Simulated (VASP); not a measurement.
# Zr3Si (P6_3/mmc) in VASP: single point with r2SCAN

Aim: the single point of Zr3Si with r2SCAN.

Everything below comes from runs of VASP 6.6.1. Logs are shortened: lines on timing, memory, paths and dates and some standing lists are left out, and cuts for length are marked.

### 1 The cell of the first run

The structure is hexagonal, space group P6_3/mmc (No. 194). Conventional cell: a = 6.098 Å, b = 6.098 Å, c = 4.947 Å, α = 90.00°, β = 90.00°, γ = 120.00°. Within 3.9 Å of Zr (site symmetry mm2) lie 8 Zr at 2.94 to 3.16 Å and 4 Si at 3.00 to 3.05 Å. Within 4.0 Å of Si (site symmetry -6m2) lie 12 Zr at 3.00 to 3.05 Å.

### 2 Single point, r2SCAN

POSCAR reads:

```
Zr3Si
1.0
    6.0983314765      0.0000000000      0.0000000000
   -3.0491657383      5.2813099794      0.0000000000
    0.0000000000      0.0000000000      4.9470163384
Zr Si
6 2
Direct
    0.3452321763      0.1726160882      0.7500000000
    0.8273839118      0.1726160882      0.7500000000
    0.8273839118      0.6547678237      0.7500000000
    0.6547678237      0.8273839118      0.2500000000
    0.1726160882      0.8273839118      0.2500000000
    0.1726160882      0.3452321763      0.2500000000
    0.6666666667      0.3333333333      0.2500000000
    0.3333333333      0.6666666667      0.7500000000
```

INCAR.step1 reads:

```
ALGO = Normal
EDIFF = 1E-4
ENCUT = 520
GGA = PE
ISMEAR = 0
LASPH = True
LCHARG = False
LREAL = False
LWAVE = True
NBANDS = 50
NELM = 80
PREC = Accurate
SIGMA = 0.1
```

INCAR.step2 reads:

```
ALGO = Normal
EDIFF = 1E-6
ENCUT = 520
ISIF = 2
ISMEAR = 0
ISTART = 1
LASPH = True
LCHARG = False
LMIXTAU = True
LREAL = False
LWAVE = False
METAGGA = R2SCAN
NBANDS = 50
NELM = 80
PREC = Accurate
SIGMA = 0.1
```

KPOINTS reads:

```
k-points
0
Gamma
  6 6 8
```

Potentials or basis: VASP PAW PBE potentials, release 64 (Zr_sv, Si).

Command:

```console
> cat potpaw_PBE.64/Zr_sv/POTCAR potpaw_PBE.64/Si/POTCAR > POTCAR
> cp INCAR.step1 INCAR
> mpirun -np 1 vasp_std > vasp.out
> cp INCAR.step2 INCAR
> mpirun -np 1 vasp_std > vasp.out
```

OUTCAR:

```text
EDIFF = 1E-6
   ENCUT = 520
   ISIF = 2
   ISMEAR = 0
   ISTART = 1
   LASPH = True
   LREAL = False
   METAGGA = R2SCAN
   NELM = 80
   PREC = Accurate

 ion  position               nearest neighbor table
   1  0.345  0.173  0.750-   2 2.94   3 2.94   7 3.00   7 3.00   8 3.05   8 3.05   6 3.07   6 3.07
                             5 3.07   5 3.07   2 3.16   3 3.16
   2  0.827  0.173  0.750-   1 2.94   3 2.94   7 3.00   7 3.00   8 3.05   8 3.05   6 3.07   6 3.07
                             4 3.07   4 3.07   1 3.16   3 3.16
   3  0.827  0.655  0.750-   1 2.94   2 2.94   7 3.00   7 3.00   8 3.05   8 3.05   4 3.07   4 3.07
                             5 3.07   5 3.07   1 3.16   2 3.16
   4  0.655  0.827  0.250-   5 2.94   6 2.94   8 3.00   8 3.00   7 3.05   7 3.05   3 3.07   3 3.07
                             2 3.07   2 3.07   5 3.16   6 3.16
   5  0.173  0.827  0.250-   4 2.94   6 2.94   8 3.00   8 3.00   7 3.05   7 3.05   3 3.07   3 3.07
                             1 3.07   1 3.07   4 3.16   6 3.16
   6  0.173  0.345  0.250-   4 2.94   5 2.94   8 3.00   8 3.00   7 3.05   7 3.05   1 3.07   1 3.07
                             2 3.07   2 3.07   4 3.16   5 3.16
   7  0.667  0.333  0.250-   2 3.00   2 3.00   1 3.00   1 3.00   3 3.00   3 3.00   6 3.05   6 3.05
                             5 3.05   5 3.05   4 3.05   4 3.05
   8  0.333  0.667  0.750-   5 3.00   5 3.00   4 3.00   4 3.00   6 3.00   6 3.00   3 3.05   3 3.05
                             2 3.05   2 3.05   1 3.05   1 3.05

  LATTYP: Found a hexagonal cell.
 ALAT       =     6.0983314765
 C/A-ratio  =     0.8112081735

  Lattice vectors:

 A1 = (   6.0983314765,   0.0000000000,   0.0000000000)
 A2 = (  -3.0491657383,   5.2813099794,   0.0000000000)
 A3 = (   0.0000000000,   0.0000000000,   4.9470163384)

Analysis of symmetry for initial positions (statically):
=====================================================================
 Subroutine PRICEL returns:
 Original cell was already a primitive cell.

 Routine SETGRP: Setting up the symmetry group for a
 hexagonal supercell.

 Subroutine GETGRP returns: Found 24 space group operations
 (whereof 12 operations were pure point group operations)
 out of a pool of 24 trial point group operations.

The static configuration has the point symmetry D_3d.
 The point group associated with its full space group is D_6h.

Analysis of symmetry for dynamics (positions and initial velocities):
=====================================================================
 Subroutine PRICEL returns:
 Original cell was already a primitive cell.

[... 127 lines left out ...]
   ISYM   =      2    0-nonsym 1-usesym 2-fastsym
   POTIM  = 0.5000    time-step for ionic-motion
   TEBEG  =    0.0;   TEEND  =   0.0 temperature during run
   PSTRESS=    0.0 pullay stress
   NELECT =      80.0000    total number of electrons
   NUPDOWN=      -1.0000    fix difference up-down
   EMIN   =  10.00;   EMAX   =-10.00  energy-range for DOS
   EFERMI =   0.00;   METHOD = LEGACY
   ISMEAR =     0;   SIGMA  =   0.10  broadening in eV -4-tet -1-fermi 0-gaus
   EFERMI_NEDOS =   21; number of points for ismear=-14 and -15
   IALGO  =     38    algorithm
   IMIX   =      4    mixing-type and parameters
     AMIX     =   0.40;   BMIX     =  1.00
     AMIX_MAG =   1.60;   BMIX_MAG =  1.00
  volume/ion in A,a.u.               =      19.92       134.40
  Fermi-wavevector in a.u.,A,eV,Ry     =   1.301186  2.458886 23.035831  1.693086
  Thomas-Fermi vector in A             =   2.432336
   LORBIT       =      0    0 simple, 1 ext, 2 COOP (PROOUT), +10 PAW based schemes
   METAGGA = R2SCAN    functional components
   LHFCALC =     F    Hartree Fock is set to
   AEXX    =    0.0000 exact exchange contribution
   IVDW    =     0    specifies the selected vdW correction
   LEPSILON=     F    determine dielectric tensor
   LRPA    =     F    only Hartree local field effects (RPA)
 non-spin polarized calculation
 Gauss-broadening in eV      SIGMA  =   0.10
  energy-cutoff  :      520.00
  volume of cell :      159.33
 maximum number of plane-waves:      4327
 NGX is ok and might be reduce to    48
   NGX = 23   NGY = 23   NGZ = 19

 number of electron      80.0000001 magnetization

 Free energy of the ion-electron system (eV)
  ---------------------------------------------------
  ext. energy  EPLUGINS =         0.00000000
  ---------------------------------------------------
  free energy    TOTEN  =      -157.03573448 eV

  energy without entropy =     -157.00277727  energy(sigma->0) =     -157.01925588

 E-fermi :   9.7955     XC(G=0): -12.2124

 val. band max:        9.7885872802   @ k =   0.3333   0.1667   0.2500
 cond. band min:       9.8028676897   @ k =   0.0000   0.0000   0.3750
 fundamental gap:      0.0142804096
 Fermi energy:         9.7954900978

 k-point     1 :       0.0000    0.0000    0.0000
  band No.  band energies     occupation
      1     -40.6098      2.00000
      2     -40.4425      2.00000
      3     -40.4183      2.00000
      4     -40.4183      2.00000
      5     -40.3384      2.00000
      6     -40.3384      2.00000
[... 1261 lines left out ...]
     49      12.1820      0.00000
     50      12.4334      0.00000

 [... further k-points ...]

------------------------ aborting loop because EDIFF is reached ----------------------------------------

  FORCE on cell =-STRESS in cart. coord.  units (eV):
  Direction    XX          YY          ZZ          XY          YZ          ZX
  --------------------------------------------------------------------------------------
  -------------------------------------------------------------------------------------
  Total        0.0346802      0.0346802     -0.0164396     -0.0000000      0.0000000     -0.0000000
  in kB        0.3487360      0.3487360     -0.1653121     -0.0000000      0.0000000     -0.0000000
  external PRESSURE =       0.1773866 kB  Pullay stress =       0.0000000 kB

 VOLUME and BASIS-vectors are now :
 -----------------------------------------------------------------------------
  energy-cutoff  :      520.00
  volume of cell :      159.33
      direct lattice vectors                 reciprocal lattice vectors
     6.098331477  0.000000000  0.000000000     0.163979279  0.094673481  0.000000000
    -3.049165738  5.281309979  0.000000000     0.000000000  0.189346962  0.000000000
     0.000000000  0.000000000  4.947016338     0.000000000  0.000000000  0.202142045

 POSITION                                       TOTAL-FORCE (eV/Angst)
 -----------------------------------------------------------------------------------
      1.57901      0.91164      3.71026        -0.009113     -0.005261     -0.000000
      4.51933      0.91164      3.71026         0.009113     -0.005261      0.000000
      3.04917      3.45803      3.71026        -0.000000      0.010523     -0.000000
      1.47016      4.36967      1.23675         0.009113      0.005261      0.000000
     -1.47016      4.36967      1.23675        -0.009113      0.005261     -0.000000
      0.00000      1.82328      1.23675         0.000000     -0.010523      0.000000
      3.04917      1.76044      1.23675         0.000000      0.000000      0.000000
     -0.00000      3.52087      3.71026         0.000000      0.000000      0.000000
 -----------------------------------------------------------------------------------
    total drift:                               -0.000001      0.000000     -0.000000

  FREE ENERGIE OF THE ION-ELECTRON SYSTEM (eV)
  ---------------------------------------------------
  free  energy   TOTEN  =      -157.0357344837 eV

  energy  without entropy=     -157.0027772705  energy(sigma->0) =     -157.01925588
```

OSZICAR.step1:

```text
N       E                     dE             d eps       ncg     rms          rms(c)
DAV:   1     0.812705168392E+03    0.81271E+03   -0.41252E+04  3500   0.158E+03
DAV:   2     0.994970849513E+01   -0.80276E+03   -0.77810E+03  3856   0.465E+02
DAV:   3    -0.606482940020E+02   -0.70598E+02   -0.68151E+02  5504   0.102E+02
DAV:   4    -0.671463494362E+02   -0.64981E+01   -0.64361E+01  5304   0.275E+01
DAV:   5    -0.675570404446E+02   -0.41069E+00   -0.41026E+00  5016   0.573E+00    0.300E+01
DAV:   6    -0.650473908837E+02    0.25096E+01   -0.69113E+00  3878   0.107E+01    0.122E+01
DAV:   7    -0.648775775824E+02    0.16981E+00   -0.21713E+00  5078   0.553E+00    0.286E+00
DAV:   8    -0.648748577877E+02    0.27198E-02   -0.24614E-01  4396   0.171E+00    0.121E+00
DAV:   9    -0.648779744773E+02   -0.31167E-02   -0.23154E-02  4448   0.726E-01    0.424E-01
DAV:  10    -0.648784178244E+02   -0.44335E-03   -0.69197E-03  4578   0.415E-01    0.609E-02
DAV:  11    -0.648784221003E+02   -0.42759E-05   -0.24403E-04  3320   0.751E-02
   1 F= -.64878422E+02 E0= -.64860636E+02  d E =-.355721E-01
```

It took 39 min on 1 thread of Oxide Virtual Turin-like, shared host; peak memory 0.42 GiB.

Results:

* Free energy: -157.0357 eV
* Pressure: 0.0 GPa
* Largest force: 0.011 eV/Å
* Band gap on the k mesh: zero (bands 40 and 41 overlap by 0.55 eV)

Forces on the atoms (eV/Å):
```
Zr  -0.009 -0.005  0.000
Zr   0.009 -0.005  0.000
Zr   0.000  0.011  0.000
Zr   0.009  0.005  0.000
Zr  -0.009  0.005  0.000
Zr   0.000 -0.011  0.000
Si   0.000  0.000  0.000
Si   0.000  0.000  0.000
```

Caveat: the PAW data sets were made with another functional, which shifts forces and pressure a little.
